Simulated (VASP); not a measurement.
A run of VASP 6.6.1:

Contents of POSCAR:

```
Pb
1.0
    0.0000000000      3.4842552460      3.4842552460
    3.4842552460      0.0000000000      3.4842552460
    3.4842552460      3.4842552460      0.0000000000
Pb
2
Direct
    0.2500000000      0.2500000000      0.2500000000
    0.0000000000      0.0000000000      0.0000000000
```

File INCAR.step1:

```
  ALGO = Normal
  EDIFF = 1E-5
  ENCUT = 520
  GGA = PE
  ISIF = 2
  ISMEAR = -1
  LASPH = True
  LCHARG = False
  LREAL = False
  LWAVE = True
  NBANDS = 21
  NELM = 60
  PREC = Accurate
  SIGMA = 0.05
```

File INCAR.step2:

```
  ALGO = Normal
  EDIFF = 1E-7
  ENCUT = 520
  GGA = PE
  HFSCREEN = 0.2079
  ISIF = 2
  ISMEAR = -1
  ISTART = 1
  LASPH = True
  LCHARG = False
  LHFCALC = True
  LREAL = False
  LWAVE = False
  NBANDS = 21
  NELM = 60
  PREC = Accurate
  PRECFOCK = Normal
  SIGMA = 0.05
```

Contents of KPOINTS:

```
k-points
0
Gamma
  4 4 4
```

Potentials or basis: VASP PAW PBE potentials, release 64 (Pb_d).

Command:

```bash
$ cat potpaw_PBE.64/Pb_d/POTCAR > POTCAR
$ cp INCAR.step1 INCAR
$ mpirun -np 1 vasp_std > vasp.out
$ cp INCAR.step2 INCAR
$ mpirun -np 1 vasp_std > vasp.out
```

Hardware: 1 thread of AMD EPYC 7R43 64-Core Processor (Zen 3) (shared host).

**Question.** How long does it take, and how much memory?

**Answer.** Wall time 45 min on 1 thread of AMD EPYC 7R43 64-Core Processor (Zen 3), on a shared host, peak memory 0.31 GiB. Counts: k points 8.
